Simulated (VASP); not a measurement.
# Li2S (Fm-3m) in VASP: further runs

Runs on Li2S. Level: r2SCAN. Tasks: single point.

Program: VASP 6.6.1. These are calculated values, not measurements. Logs are shortened: lines on timing, memory, paths and dates and some standing lists are left out, and cuts for length are marked.

## Step 1: The cell of the first run

The structure is cubic, space group Fm-3m (No. 225). The conventional cell has a = 5.690 Å, b = 5.690 Å, c = 5.690 Å, α = 90.00°, β = 90.00°, γ = 90.00°. Li (site symmetry -43m) has 4 S at 2.46 Å and 6 Li at 2.84 Å within 3.3 Å. Within 3.3 Å of S (site symmetry m-3m) lie 8 Li at 2.46 Å.

## Step 2: Single point, r2SCAN

Contents of POSCAR:

```
Li2S
1.0
    0.0000000000      2.8448759201      2.8448759201
    2.8448759201      0.0000000000      2.8448759201
    2.8448759201      2.8448759201      0.0000000000
Li S
2 1
Direct
    0.2500000000      0.2500000000      0.2500000000
    0.7500000000      0.7500000000      0.7500000000
    0.0000000000      0.0000000000      0.0000000000
```

Contents of INCAR.step1:

```
PREC = Accurate ; ENCUT = 830
ISMEAR = -5 ; SIGMA = 0.1
LREAL = F ; LASPH = T
NELM = 120 ; NBANDS = 13
GGA = PE ; ALGO = Normal
EDIFF = 1E-5 ; LWAVE = T
LCHARG = F ; GGA_COMPAT = F
```

Contents of INCAR.step2:

```
PREC = Accurate ; ENCUT = 830
EDIFF = 1E-6 ; ISMEAR = -5
SIGMA = 0.1 ; LREAL = F
LASPH = T ; NELM = 120
ALGO = Normal ; ISIF = 2
LWAVE = F ; LCHARG = T
METAGGA = R2SCAN ; LMIXTAU = T
LELF = T ; LVHAR = T
NBANDS = 13 ; ISTART = 1
GGA_COMPAT = F
```

Contents of KPOINTS:

```
regular mesh
0
Gamma
  5 5 5
```

Potentials or basis: VASP PAW PBE potentials, release 64 (Li_sv, S).

The run is started by

```console
> cat potpaw_PBE.64/Li_sv/POTCAR potpaw_PBE.64/S/POTCAR > POTCAR
> cp INCAR.step1 INCAR
> mpirun -np 1 vasp_std > vasp.out
> cp INCAR.step2 INCAR
> mpirun -np 1 vasp_std > vasp.out
```

OUTCAR:

```text
PREC = Accurate
   ENCUT = 830
   EDIFF = 1E-6
   ISMEAR = -5
   LREAL = F
   LASPH = T
   NELM = 120
   ISIF = 2
   METAGGA = R2SCAN
   ISTART = 1

 ion  position               nearest neighbor table
   1  0.250  0.250  0.250-   3 2.46   3 2.46   3 2.46   3 2.46
   2  0.750  0.750  0.750-   3 2.46   3 2.46   3 2.46   3 2.46
   3  0.000  0.000  0.000-   2 2.46   2 2.46   2 2.46   1 2.46   2 2.46   1 2.46   1 2.46   1 2.46

  LATTYP: Found a face centered cubic cell.
 ALAT       =     5.6897518402

  Lattice vectors:

 A1 = (   0.0000000000,   2.8448759201,   2.8448759201)
 A2 = (   2.8448759201,   0.0000000000,   2.8448759201)
 A3 = (   2.8448759201,   2.8448759201,   0.0000000000)

Analysis of symmetry for initial positions (statically):
=====================================================================
 Subroutine PRICEL returns:
 Original cell was already a primitive cell.

 Routine SETGRP: Setting up the symmetry group for a
 face centered cubic supercell.

 Subroutine GETGRP returns: Found 48 space group operations
 (whereof 48 operations were pure point group operations)
 out of a pool of 48 trial point group operations.

The static configuration has the point symmetry O_h .

Analysis of symmetry for dynamics (positions and initial velocities):
=====================================================================
 Subroutine PRICEL returns:
 Original cell was already a primitive cell.

 Routine SETGRP: Setting up the symmetry group for a
 face centered cubic supercell.

 Subroutine GETGRP returns: Found 48 space group operations
 (whereof 48 operations were pure point group operations)
 out of a pool of 48 trial point group operations.

The dynamic configuration has the point symmetry O_h .

 Subroutine INISYM returns: Found 48 space group operations
 (whereof 48 operations are pure point group operations),
 and found     1 'primitive' translations

----------------------------------------------------------------------------------------

                                     Primitive cell

  volume of cell :      46.0490

  direct lattice vectors                    reciprocal lattice vectors
     0.000000000  2.844875920  2.844875920    -0.175754590  0.175754590  0.175754590
     2.844875920  0.000000000  2.844875920     0.175754590 -0.175754590  0.175754590
     2.844875920  2.844875920  0.000000000     0.175754590  0.175754590 -0.175754590

  length of vectors
[... 82 lines left out ...]
   NELECT =      12.0000    total number of electrons
   NUPDOWN=      -1.0000    fix difference up-down
   EMIN   =  10.00;   EMAX   =-10.00  energy-range for DOS
   EFERMI =   0.00;   METHOD = LEGACY
   ISMEAR =    -5;   SIGMA  =   0.10  broadening in eV -4-tet -1-fermi 0-gaus
   EFERMI_NEDOS =   21; number of points for ismear=-14 and -15
   IALGO  =     38    algorithm
   IMIX   =      4    mixing-type and parameters
     AMIX     =   0.40;   BMIX     =  1.00
     AMIX_MAG =   1.60;   BMIX_MAG =  1.00
  volume/ion in A,a.u.               =      15.35       103.58
  Fermi-wavevector in a.u.,A,eV,Ry     =   1.045671  1.976033 14.877002  1.093429
  Thomas-Fermi vector in A             =   2.180477
   LORBIT       =      0    0 simple, 1 ext, 2 COOP (PROOUT), +10 PAW based schemes
   METAGGA = R2SCAN    functional components
   LHFCALC =     F    Hartree Fock is set to
   AEXX    =    0.0000 exact exchange contribution
   IVDW    =     0    specifies the selected vdW correction
   LEPSILON=     F    determine dielectric tensor
   LRPA    =     F    only Hartree local field effects (RPA)
 non-spin polarized calculation
 Fermi weights with tetrahedron method with Bloechl corrections
  energy-cutoff  :      830.00
  volume of cell :       46.05
 maximum number of plane-waves:      2520
 NGX is ok and might be reduce to    40
   NGX = 19   NGY = 19   NGZ = 19

 number of electron      12.0000004 magnetization

 Free energy of the ion-electron system (eV)
  ---------------------------------------------------
  ext. energy  EPLUGINS =         0.00000000
  ---------------------------------------------------
  free energy    TOTEN  =       -17.38309439 eV

  energy without entropy =      -17.38309439  energy(sigma->0) =      -17.38309439

 E-fermi :   1.4020     XC(G=0):  -8.9264

 val. band max:        1.2160454191   @ k =   0.0000   0.0000   0.0000
 cond. band min:       5.3726033080   @ k =   0.4000   0.4000   0.0000
 fundamental gap:      4.1565578889
 Fermi energy:         1.4019616187

 k-point     1 :       0.0000    0.0000    0.0000
  band No.  band energies     occupation
      1     -44.3876      2.00000
      2     -44.3459      2.00000
      3     -10.2720      2.00000
      4       1.2160      2.00000
      5       1.2160      2.00000
      6       1.2160      2.00000
      7       6.2688      0.00000
      8       8.1239      0.00000
      9       8.1239      0.00000
     10       8.1239      0.00000
     11      12.9813      0.00000
     12      12.9813      0.00000
     13      14.6588      0.00000
[... 130 lines left out ...]
  band No.  band energies     occupation
      1     -44.3691      2.00000
      2     -44.3622      2.00000
      3      -9.7285      2.00000
      4      -0.9802      2.00000
      5      -0.4091      2.00000
      6      -0.0514      2.00000
      7       7.0513      0.00000
      8       9.2457      0.00000
      9      10.2370      0.00000
     10      12.2700      0.00000
     11      12.5319      0.00000
     12      13.4985      0.00000
     13      16.3154      0.00000

------------------------ aborting loop because EDIFF is reached ----------------------------------------

  FORCE on cell =-STRESS in cart. coord.  units (eV):
  Direction    XX          YY          ZZ          XY          YZ          ZX
  --------------------------------------------------------------------------------------
  -------------------------------------------------------------------------------------
  Total       -0.0522510     -0.0522510     -0.0522510     -0.0000000      0.0000000      0.0000000
  in kB       -1.8179653     -1.8179653     -1.8179653     -0.0000000      0.0000000      0.0000000
  external PRESSURE =      -1.8179653 kB  Pullay stress =       0.0000000 kB

 VOLUME and BASIS-vectors are now :
 -----------------------------------------------------------------------------
  energy-cutoff  :      830.00
  volume of cell :       46.05
      direct lattice vectors                 reciprocal lattice vectors
     0.000000000  2.844875920  2.844875920    -0.175754590  0.175754590  0.175754590
     2.844875920  0.000000000  2.844875920     0.175754590 -0.175754590  0.175754590
     2.844875920  2.844875920  0.000000000     0.175754590  0.175754590 -0.175754590

 POSITION                                       TOTAL-FORCE (eV/Angst)
 -----------------------------------------------------------------------------------
      1.42244      1.42244      1.42244        -0.000000     -0.000000      0.000000
      4.26731      4.26731      4.26731         0.000000      0.000000     -0.000000
      0.00000      0.00000      0.00000         0.000000     -0.000000      0.000000
 -----------------------------------------------------------------------------------
    total drift:                                0.000000     -0.000000      0.000000

  FREE ENERGIE OF THE ION-ELECTRON SYSTEM (eV)
  ---------------------------------------------------
  free  energy   TOTEN  =       -17.3830943886 eV

  energy  without entropy=      -17.3830943886  energy(sigma->0) =      -17.38309439
```

OUTCAR.step1:

```text
PREC = Accurate
   ENCUT = 830
   ISMEAR = -5
   LREAL = F
   LASPH = T
[... 370 lines left out ...]
      1.42244      1.42244      1.42244         0.000000      0.000000     -0.000000
      4.26731      4.26731      4.26731        -0.000000     -0.000000      0.000000
      0.00000      0.00000      0.00000         0.000000     -0.000000     -0.000000
 -----------------------------------------------------------------------------------
    total drift:                                0.000000     -0.000000      0.000000

  FREE ENERGIE OF THE ION-ELECTRON SYSTEM (eV)
  ---------------------------------------------------
  free  energy   TOTEN  =       -11.9934697298 eV

  energy  without entropy=      -11.9934697298  energy(sigma->0) =      -11.99346973
```

It took 81 s on 1 thread of AMD EPYC 7R13 (Zen 3), shared host; peak memory 0.22 GiB.

Results:

```yaml
Free_energy: -17.3831 eV
Pressure: -0.2 GPa
Band_gap_on_the_k_mesh: 4.16 eV (least direct gap 5.05 eV)
```

Levels at points of the mesh, in eV from the valence-band top:
```
           k point  band 2  band 3  band 4  band 5  band 6  band 7  band 8  band 9  band 10  band 11
(0.00, 0.00, 0.00)  -45.56  -11.49    0.00    0.00    0.00    5.05    6.91    6.91     6.91    11.77
```

Caveat: the PAW data sets were made with another functional, which shifts forces and pressure a little; an odd mesh through Γ misses points on the zone boundary, where band edges can lie.

## Step 3: Single point, r2SCAN

Contents of POSCAR:

```
Li2S
1.0
    0.0000000000      2.8448737240      2.8448737240
    2.8448737240      0.0000000000      2.8448737240
    2.8448737240      2.8448737240      0.0000000000
Li S
2 1
Direct
    0.2500000000      0.2500000000      0.2500000000
    0.7500000000      0.7500000000      0.7500000000
    0.0000000000      0.0000000000      0.0000000000
```

INCAR.step1: that of step 2 with these lines changed.

```diff
@@ -1,3 +1,3 @@
 PREC = Accurate ; ENCUT = 830
-ISMEAR = -5 ; SIGMA = 0.1
+ISMEAR = 1 ; SIGMA = 0.005
 LREAL = F ; LASPH = T
```

Contents of INCAR.step2:

```
PREC = Accurate ; ENCUT = 830
EDIFF = 1E-6 ; ISMEAR = 1
SIGMA = 0.005 ; LREAL = F
LASPH = T ; NELM = 120
ALGO = Normal ; ISIF = 2
LWAVE = F ; LCHARG = F
METAGGA = R2SCAN ; LMIXTAU = T
NBANDS = 13 ; ISTART = 1
GGA_COMPAT = F
```

KPOINTS is that of step 2.

Potentials or basis: VASP PAW PBE potentials, release 64 (Li_sv, S).

The run is started by

```console
> cat potpaw_PBE.64/Li_sv/POTCAR potpaw_PBE.64/S/POTCAR > POTCAR
> cp INCAR.step1 INCAR
> mpirun -np 1 vasp_std > vasp.out
> cp INCAR.step2 INCAR
> mpirun -np 1 vasp_std > vasp.out
```

Wall time 82 s (1 thread of AMD EPYC 7R13 (Zen 3), shared host); peak memory 0.22 GiB.

The run converged. Its results:

```yaml
Free_energy: -17.3831 eV
Pressure: -0.2 GPa
Band_gap_on_the_k_mesh: 4.16 eV (least direct gap 5.05 eV)
```

Levels at points of the mesh, in eV from the valence-band top:
```
           k point  band 3  band 4  band 5  band 6  band 7  band 8  band 9  band 10
(0.00, 0.00, 0.00)  -11.49    0.00    0.00    0.00    5.05    6.91    6.91     6.91
```

Caveat: the PAW data sets were made with another functional, which shifts forces and pressure a little; an odd mesh through Γ misses points on the zone boundary, where band edges can lie.

## Step 4: Single point, r2SCAN

Contents of POSCAR:

```
Li2S
1.0
    0.0000000000      2.8448813955      2.8448813955
    2.8448813955      0.0000000000      2.8448813955
    2.8448813955      2.8448813955      0.0000000000
Li S
2 1
Direct
    0.2500000000      0.2500000000      0.2500000000
    0.7500000000      0.7500000000      0.7500000000
    0.0000000000      0.0000000000      0.0000000000
```

Contents of INCAR.step1:

```
SYSTEM = Li2S
ALGO = Normal
EDIFF = 1E-5
ENCUT = 830
GGA = PE
GGA_COMPAT = .FALSE.
ISMEAR = -5
LASPH = .TRUE.
LCHARG = .FALSE.
LREAL = .FALSE.
LWAVE = .TRUE.
NBANDS = 13
NELM = 120
PREC = Accurate
SIGMA = 0.1
```

Contents of INCAR.step2:

```
SYSTEM = Li2S
ALGO = Normal
EDIFF = 1E-6
ENCUT = 830
GGA_COMPAT = .FALSE.
ISIF = 2
ISMEAR = -5
ISTART = 1
LASPH = .TRUE.
LCHARG = .TRUE.
LELF = .TRUE.
LMIXTAU = .TRUE.
LREAL = .FALSE.
LVHAR = .TRUE.
LWAVE = .FALSE.
METAGGA = R2SCAN
NBANDS = 13
NELM = 120
PREC = Accurate
SIGMA = 0.1
```

Contents of KPOINTS:

```
k-points
0
G
  5 5 5
  0 0 0
```

The run is started by

```console
> cat potpaw_PBE.64/Li_sv/POTCAR potpaw_PBE.64/S/POTCAR > POTCAR
> cp INCAR.step1 INCAR
> mpirun -np 1 vasp_std > vasp.out
> cp INCAR.step2 INCAR
> mpirun -np 1 vasp_std > vasp.out
```

Wall time 77 s (1 thread of AMD EPYC 7R13 (Zen 3), shared host); peak memory 0.22 GiB.

The run converged. Its results:

```yaml
Free_energy: -17.3831 eV
Pressure: -0.2 GPa
Band_gap_on_the_k_mesh: 4.16 eV (least direct gap 5.05 eV)
```

Levels at points of the mesh, in eV from the valence-band top:
```
           k point  band 2  band 3  band 4  band 5  band 6  band 7  band 8  band 9  band 10  band 11
(0.00, 0.00, 0.00)  -45.56  -11.49    0.00    0.00    0.00    5.05    6.91    6.91     6.91    11.77
```

Caveat: the PAW data sets were made with another functional, which shifts forces and pressure a little; an odd mesh through Γ misses points on the zone boundary, where band edges can lie.
